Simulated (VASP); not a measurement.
# Cr (Im-3m) in VASP: a series of runs, part 2 of 2

VASP 6.6.1.

## 3. Single point, PBE-based screened hybrid with 25 % exact exchange, collinear spin, ferromagnetic start

This run uses another cell than the first one, of 12.56 Å³/atom.

File POSCAR:

```
Cr
1.0
   -1.4643870875      1.4643870875      1.4643870875
    1.4643870875     -1.4643870875      1.4643870875
    1.4643870875      1.4643870875     -1.4643870875
Cr
1
Direct
    0.0000000000      0.0000000000      0.0000000000
```

File INCAR.step1:

```
PREC = Accurate
ENCUT = 400
EDIFF = 1E-5
ISMEAR = -1
SIGMA = 0.05
LREAL = F
LASPH = T
NELM = 200
ALGO = Normal
ISIF = 2
LWAVE = T
LCHARG = F
ISPIN = 2
MAGMOM = 3
LORBIT = 11
LMAXMIX = 4
NBANDS = 16
GGA = PE
GGA_COMPAT = F
```

File INCAR.step2:

```
PREC = Accurate
ENCUT = 400
EDIFF = 1E-6
ISMEAR = -1
SIGMA = 0.05
LREAL = F
LASPH = T
NELM = 200
ALGO = Normal
ISIF = 2
LWAVE = F
LCHARG = F
ISPIN = 2
MAGMOM = 3
LORBIT = 11
LMAXMIX = 4
GGA = PE
LHFCALC = T
AEXX = 0.25
HFSCREEN = 0.3
PRECFOCK = Normal
NBANDS = 16
ISTART = 1
GGA_COMPAT = F
```

File KPOINTS:

```
regular mesh
0
Gamma
  6 6 6
```

Potentials or basis: VASP PAW PBE potentials, release 64 (Cr_pv).

On the command line:

```
$ cat potpaw_PBE.64/Cr_pv/POTCAR > POTCAR
$ cp INCAR.step1 INCAR
$ mpirun -np 1 vasp_std > vasp.out
$ cp INCAR.step2 INCAR
$ mpirun -np 1 vasp_std > vasp.out
```

OUTCAR:

```text
PREC = Accurate
   ENCUT = 400
   EDIFF = 1E-6
   ISMEAR = -1
   LREAL = F
   LASPH = T
   NELM = 200
   ISIF = 2
   ISPIN = 2
   LORBIT = 11
   GGA = PE
   LHFCALC = T
   AEXX = 0.25
   HFSCREEN = 0.3
   PRECFOCK = Normal
   ISTART = 1

 ion  position               nearest neighbor table
   1  0.000  0.000  0.000-

  LATTYP: Found a body centered cubic cell.
 ALAT       =     2.9287741750

  Lattice vectors:

 A1 = (  -1.4643870875,   1.4643870875,   1.4643870875)
 A2 = (   1.4643870875,  -1.4643870875,   1.4643870875)
 A3 = (   1.4643870875,   1.4643870875,  -1.4643870875)

Analysis of symmetry for initial positions (statically):
=====================================================================
 Subroutine PRICEL returns:
 Original cell was already a primitive cell.

 Routine SETGRP: Setting up the symmetry group for a
 body centered cubic supercell.

 Subroutine GETGRP returns: Found 48 space group operations
 (whereof 48 operations were pure point group operations)
 out of a pool of 48 trial point group operations.

The static configuration has the point symmetry O_h .

Analysis of symmetry for dynamics (positions and initial velocities):
=====================================================================
 Subroutine PRICEL returns:
 Original cell was already a primitive cell.

 Routine SETGRP: Setting up the symmetry group for a
 body centered cubic supercell.

 Subroutine GETGRP returns: Found 48 space group operations
 (whereof 48 operations were pure point group operations)
 out of a pool of 48 trial point group operations.

The dynamic configuration has the point symmetry O_h .

Analysis of structural, dynamic, and magnetic symmetry:
=====================================================================
 Subroutine PRICEL returns:
 Original cell was already a primitive cell.

 Routine SETGRP: Setting up the symmetry group for a
 body centered cubic supercell.

 Subroutine GETGRP returns: Found 48 space group operations
 (whereof 48 operations were pure point group operations)
[... 140 lines left out ...]

 Free energy of the ion-electron system (eV)
  ---------------------------------------------------
  ext. energy  EPLUGINS =         0.00000000
  ---------------------------------------------------
  free energy    TOTEN  =       -11.17159029 eV

  energy without entropy =      -11.16365830  energy(sigma->0) =      -11.16762429

 E-fermi :   9.9603     XC(G=0): -10.9114

 val. band max:        9.2704647544   @ k =   0.1667   0.0000   0.0000
 cond. band min:      10.0234402660   @ k =  -0.1667   0.1667   0.1667
 fundamental gap:      0.7529755116
 Fermi energy:         9.9602503679

 spin component 1

 k-point     1 :       0.0000    0.0000    0.0000
  band No.  band energies     occupation
      1     -36.6266      1.00000
      2     -36.6266      1.00000
      3     -36.6266      1.00000
      4       1.1415      1.00000
      5       8.3881      1.00000
      6       8.3881      1.00000
[... 280 lines left out ...]
      2     -37.1603      1.00000
      3     -37.1603      1.00000
      4       5.6033      1.00000
      5       5.6033      1.00000
      6      12.1019      0.00000
[... 8 lines left out ...]
     15      32.4783      0.00000
     16      45.1588      0.00000
 Fermi energy:         9.9602503679

 spin component 2

 k-point     1 :       0.0000    0.0000    0.0000
  band No.  band energies     occupation
      1     -36.6266      1.00000
      2     -36.6266      1.00000
      3     -36.6266      1.00000
      4       1.1415      1.00000
      5       8.3881      1.00000
      6       8.3881      1.00000
[... 281 lines left out ...]
      3     -37.1603      1.00000
      4       5.6033      1.00000
      5       5.6033      1.00000
      6      12.1020      0.00000
[... 8 lines left out ...]
     15      32.4783      0.00000
     16      45.1588      0.00000

------------------------ aborting loop because EDIFF is reached ----------------------------------------

  FORCE on cell =-STRESS in cart. coord.  units (eV):
  Direction    XX          YY          ZZ          XY          YZ          ZX
  --------------------------------------------------------------------------------------
  -------------------------------------------------------------------------------------
  Total       -2.3183683     -2.3183683     -2.3183683      0.0000000      0.0000000     -0.0000000
  in kB     -295.7095511   -295.7095511   -295.7095511      0.0000000      0.0000000     -0.0000000
  external PRESSURE =    -295.7095511 kB  Pullay stress =       0.0000000 kB

 VOLUME and BASIS-vectors are now :
 -----------------------------------------------------------------------------
  energy-cutoff  :      400.00
  volume of cell :       12.56
      direct lattice vectors                 reciprocal lattice vectors
    -1.464387088  1.464387088  1.464387088     0.000000000  0.341439777  0.341439777
     1.464387088 -1.464387088  1.464387088     0.341439777  0.000000000  0.341439777
     1.464387088  1.464387088 -1.464387088     0.341439777  0.341439777  0.000000000

 POSITION                                       TOTAL-FORCE (eV/Angst)
 -----------------------------------------------------------------------------------
      0.00000      0.00000      0.00000         0.000000     -0.000000      0.000000
 -----------------------------------------------------------------------------------
    total drift:                               -0.000000      0.000001      0.000002

  FREE ENERGIE OF THE ION-ELECTRON SYSTEM (eV)
  ---------------------------------------------------
  free  energy   TOTEN  =       -11.1715902904 eV

  energy  without entropy=      -11.1636582964  energy(sigma->0) =      -11.16762429

 total charge

# of ion       s       p       d       tot
------------------------------------------
    1        0.465   6.379   4.079  10.923

 magnetization (x)

# of ion       s       p       d       tot
------------------------------------------
    1       -0.000  -0.000   0.000   0.000
```

OSZICAR.step1:

```text
N       E                     dE             d eps       ncg     rms          rms(c)
DAV:   1     0.691515681646E+02    0.69152E+02   -0.52798E+03  1088   0.716E+02
DAV:   2    -0.853853740773E+01   -0.77690E+02   -0.74260E+02  1112   0.215E+02
DAV:   3    -0.977282052889E+01   -0.12343E+01   -0.12326E+01  1184   0.312E+01
DAV:   4    -0.977701978871E+01   -0.41993E-02   -0.41992E-02  1192   0.178E+00
DAV:   5    -0.977704948585E+01   -0.29697E-04   -0.29697E-04  1136   0.135E-01    0.175E+01
DAV:   6    -0.944536538917E+01    0.33168E+00   -0.21484E+00  1040   0.265E+01    0.383E+00
DAV:   7    -0.949598640469E+01   -0.50621E-01   -0.16381E-01  1040   0.313E+00    0.211E+00
DAV:   8    -0.949883920671E+01   -0.28528E-02   -0.49784E-03  1088   0.828E-01    0.961E-01
DAV:   9    -0.949539946989E+01    0.34397E-02   -0.14841E-03  1104   0.440E-01    0.272E-01
DAV:  10    -0.949572532881E+01   -0.32586E-03   -0.29051E-04  1048   0.166E-01    0.469E-02
DAV:  11    -0.949572827191E+01   -0.29431E-05   -0.99348E-06   888   0.299E-02
   1 F= -.94957283E+01 E0= -.94935713E+01  d E =-.431398E-02  mag=    -0.0005
```

Run time: 34 min. Hardware: 1 thread of Oxide Virtual Turin-like, shared host; peak memory 0.19 GiB.

What came out:

```yaml
Free_energy: -11.1716 eV
Pressure: -29.6 GPa
Band_gap_on_the_k_mesh: zero (filled and empty bands overlap)
Net_moment: 0.00 μB per cell
Valence_electrons_inside_the_program's_atomic_spheres: Cr 10.92
```

Levels at points of the mesh, in eV from the Fermi level:
Spin up:
| k point | band 4 | band 5 | band 6 | band 7 | band 8 | band 9 |
| --- | --- | --- | --- | --- | --- | --- |
| (0.00, 0.00, 0.00) | -8.82 | -1.57 | -1.57 | -1.57 | 1.75 | 1.75 |
| (0.50, 0.00, 0.00) | -4.99 | -3.14 | 0.51 | 1.46 | 1.99 | 2.50 |
| (0.50, 0.50, 0.50) | -4.36 | -4.36 | 2.14 | 2.14 | 2.14 | 8.92 |
Spin down:
```
           k point  band 3  band 4  band 5  band 6  band 7  band 8  band 9  band 10
(0.00, 0.00, 0.00)  -46.59   -8.82   -1.57   -1.57   -1.57    1.75    1.75     8.95
(0.50, 0.00, 0.00)  -46.58   -4.99   -3.14    0.51    1.46    1.99    2.50     8.76
(0.50, 0.50, 0.50)  -47.12   -4.36   -4.36    2.14    2.14    2.14    8.92    10.28
```

Caveat: the k points lie up to 0.51 Å⁻¹ apart, too coarse for converged energies and pressures of a metal; the moments typed at the start vanished in this run; the PAW data sets were made with another functional, which shifts forces and pressure a little.

## 4. Single point, BHLYP, collinear spin, ferromagnetic start

This run uses another cell than the first one, of 13.35 Å³/atom.

File POSCAR:

```
Cr
1.0
   -1.4942807567      1.4942807567      1.4942807567
    1.4942807567     -1.4942807567      1.4942807567
    1.4942807567      1.4942807567     -1.4942807567
Cr
1
Direct
    0.0000000000      0.0000000000      0.0000000000
```

File INCAR.step1:

```
PREC     = Accurate       # precision mode
ENCUT    = 520            # plane-wave cutoff, eV
EDIFF    = 1E-5           # SCF threshold, eV
ISMEAR   = -1             # smearing method
SIGMA    = 0.05           # smearing width, eV
LREAL    = False          # projectors in reciprocal space
LASPH    = True           # aspherical terms in the spheres
NELM     = 150            # most SCF steps
ALGO     = Normal         # electronic algorithm
ISIF     = 2              # what is computed and relaxed
LWAVE    = True           # write WAVECAR
LCHARG   = False          # write CHGCAR
ISPIN    = 2              # spin polarisation
MAGMOM   = 3              # initial moments
LORBIT   = 11             # projections on sites
LMAXMIX  = 4              # l up to which the mixer works
NBANDS   = 16             # bands
GGA      = PE             # functional
```

File INCAR.step2:

```
PREC     = Accurate       # precision mode
ENCUT    = 520            # plane-wave cutoff, eV
EDIFF    = 1E-6           # SCF threshold, eV
ISMEAR   = -1             # smearing method
SIGMA    = 0.05           # smearing width, eV
LREAL    = False          # projectors in reciprocal space
LASPH    = True           # aspherical terms in the spheres
NELM     = 150            # most SCF steps
ALGO     = Normal         # electronic algorithm
ISIF     = 2              # what is computed and relaxed
LWAVE    = False          # write WAVECAR
LCHARG   = False          # write CHGCAR
ISPIN    = 2              # spin polarisation
MAGMOM   = 3              # initial moments
LORBIT   = 11             # projections on sites
LMAXMIX  = 4              # l up to which the mixer works
GGA      = B5             # functional
LHFCALC  = True           # exact exchange
AEXX     = 0.5            # exact-exchange fraction
ALDAX    = 0.5          
AGGAX    = 0.5          
AGGAC    = 1.0          
ALDAC    = 0.0          
PRECFOCK = Normal       
NBANDS   = 16             # bands
ISTART   = 1
```

KPOINTS is that of step 3.

On the command line:

```
$ cat potpaw_PBE.64/Cr_pv/POTCAR > POTCAR
$ cp INCAR.step1 INCAR
$ mpirun -np 1 vasp_std > vasp.out
$ cp INCAR.step2 INCAR
$ mpirun -np 1 vasp_std > vasp.out
```

Wall time 64 min (1 thread of Oxide Virtual Turin-like, shared host); peak memory 0.11 GiB.

It converged, with:

| Item | Value |
| --- | --- |
| Free energy | -15.1915 eV |
| Pressure | -33.8 GPa |
| Net moment | 0.06 μB per cell |
| Site moments | Cr +0.06 μB |
| Valence electrons inside the program's atomic spheres | Cr 10.85 |

Levels at points of the mesh, in eV from the Fermi level:
Spin up:
```
           k point  band 4  band 5  band 6  band 7  band 8  band 9
(0.00, 0.00, 0.00)  -10.21   -3.14   -3.14   -3.14    4.95    4.95
(0.50, 0.00, 0.00)   -6.22   -4.79    1.39    3.35    4.04    5.03
(0.50, 0.50, 0.50)   -4.19   -4.19    3.04    3.04    3.04   11.97
```
Spin down:
| k point | band 4 | band 5 | band 6 | band 7 | band 8 | band 9 |
| --- | --- | --- | --- | --- | --- | --- |
| (0.00, 0.00, 0.00) | -10.26 | -2.83 | -2.83 | -2.83 | 4.89 | 4.89 |
| (0.50, 0.00, 0.00) | -6.08 | -4.50 | 1.31 | 3.75 | 4.09 | 4.97 |
| (0.50, 0.50, 0.50) | -4.31 | -4.31 | 3.55 | 3.55 | 3.55 | 12.00 |

Caveat: the k points lie up to 0.50 Å⁻¹ apart; the PAW data sets were made with another functional, which shifts forces and pressure a little.

## 5. Single point, BHLYP, collinear spin, ferromagnetic start

This run uses another cell than the first one, of 13.08 Å³/atom.

File POSCAR:

```
Cr
1.0
   -1.4844496776      1.4844496776      1.4844496776
    1.4844496776     -1.4844496776      1.4844496776
    1.4844496776      1.4844496776     -1.4844496776
Cr
1
Direct
    0.0000000000      0.0000000000      0.0000000000
```

File INCAR.step1:

```
SYSTEM = Cr
PREC = Accurate
ENCUT = 520
EDIFF = 1E-5
ISMEAR = -1
SIGMA = 0.05
LREAL = .False.
LASPH = .True.
NELM = 150
ALGO = Normal
ISIF = 2
LWAVE = .True.
ISPIN = 2
MAGMOM = 3
LORBIT = 11
LMAXMIX = 4
GGA = PE
NBANDS = 16
```

File INCAR.step2:

```
SYSTEM = Cr
PREC = Accurate
ENCUT = 520
EDIFF = 1E-6
ISMEAR = -1
SIGMA = 0.05
LREAL = .False.
LASPH = .True.
NELM = 150
ALGO = Normal
ISIF = 2
LWAVE = .False.
LCHARG = .True.
ISPIN = 2
MAGMOM = 3
LORBIT = 11
LMAXMIX = 4
GGA = B5
LHFCALC = .True.
AEXX = 0.5
ALDAX = 0.5
AGGAX = 0.5
AGGAC = 1.0
ALDAC = 0.0
PRECFOCK = Normal
LELF = .True.
LVHAR = .True.
ISTART = 1
NBANDS = 16
```

File KPOINTS:

```
Automatic mesh
0
Gamma
  6 6 6
  0 0 0
```

On the command line:

```
$ cat potpaw_PBE.64/Cr_pv/POTCAR > POTCAR
$ cp INCAR.step1 INCAR
$ mpirun -np 1 vasp_std > vasp.out
$ cp INCAR.step2 INCAR
$ mpirun -np 1 vasp_std > vasp.out
```

It took 60 min on 1 thread of Oxide Virtual Turin-like, shared host; peak memory 0.11 GiB.

The run converged. Its results:

* Free energy: -15.2445 eV
* Pressure: -31.3 GPa
* Net moment: 0.06 μB per cell
* Site moments: Cr +0.06 μB
* Valence electrons inside the program's atomic spheres: Cr 10.89

Levels at points of the mesh, in eV from the Fermi level:
Spin up:
```
           k point  band 4  band 5  band 6  band 7  band 8  band 9
(0.00, 0.00, 0.00)  -10.35   -3.19   -3.19   -3.19    4.91    4.91
(0.50, 0.00, 0.00)   -6.35   -4.89    1.38    3.41    4.02    5.00
(0.50, 0.50, 0.50)   -4.39   -4.39    3.10    3.10    3.10   12.10
```
Spin down:
| k point | band 3 | band 4 | band 5 | band 6 | band 7 | band 8 | band 9 | band 10 |
| --- | --- | --- | --- | --- | --- | --- | --- | --- |
| (0.00, 0.00, 0.00) | -50.69 | -10.40 | -2.89 | -2.89 | -2.89 | 4.85 | 4.85 | 12.49 |
| (0.50, 0.00, 0.00) | -50.66 | -6.22 | -4.60 | 1.31 | 3.81 | 4.07 | 4.94 | 11.29 |
| (0.50, 0.50, 0.50) | -51.21 | -4.51 | -4.51 | 3.60 | 3.60 | 3.60 | 12.14 | 12.14 |

Caveat: the k points lie up to 0.50 Å⁻¹ apart; the PAW data sets were made with another functional, which shifts forces and pressure a little.

The gap in the log of VASP goes by the Fermi energy; the results here count the filled bands.